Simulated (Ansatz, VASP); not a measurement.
**One calculation of AlSe, two programs**

```xyz
2
Lattice="3.1200 0.0000 0.0000 -1.5600 2.7020 0.0000 0.0000 0.0000 5.8513" Properties=species:S:1:pos:R:3 pbc="T T T"
Al    0.0000    0.0000    0.0000
Se    0.0000    0.0000    2.9256
```

Alike in both runs: task relaxation of cell and atoms; functional PBE; k mesh 6 × 6 × 4; occupations gaussian, width 0.1 eV; no spin polarisation.

```csv
,VASP,Ansatz
version,VASP 6.6.1,Ansatz 0.2.0
potentials or method,"VASP PAW PBE potentials, release 64 (Al, Se), cutoff 600 eV","scalar-relativistic, plane waves, PAW"
valence electrons in the cell,9,19
```

```tsv
	VASP	Ansatz	Ansatz less VASP
gap on the k mesh at the Fermi level, each at its own relaxed structure (eV)	none	none	-
relaxed volume (Å³/atom)	19.47	19.45	-0.022
relaxed cell length with the largest relative difference (Å)	2.947	2.943	-0.0032
```

A gap of «none» marks a metal or a gap that the smearing closes. VASP's potentials hold 9 valence electrons a cell and Ansatz's 19, so a difference there can come from the potentials and not from the codes.

The k mesh is coarse, so the values compare programs but aren't converged. Noted on VASP's run: the volume moved by over 15 % at a fixed basis, so the end points are rough.
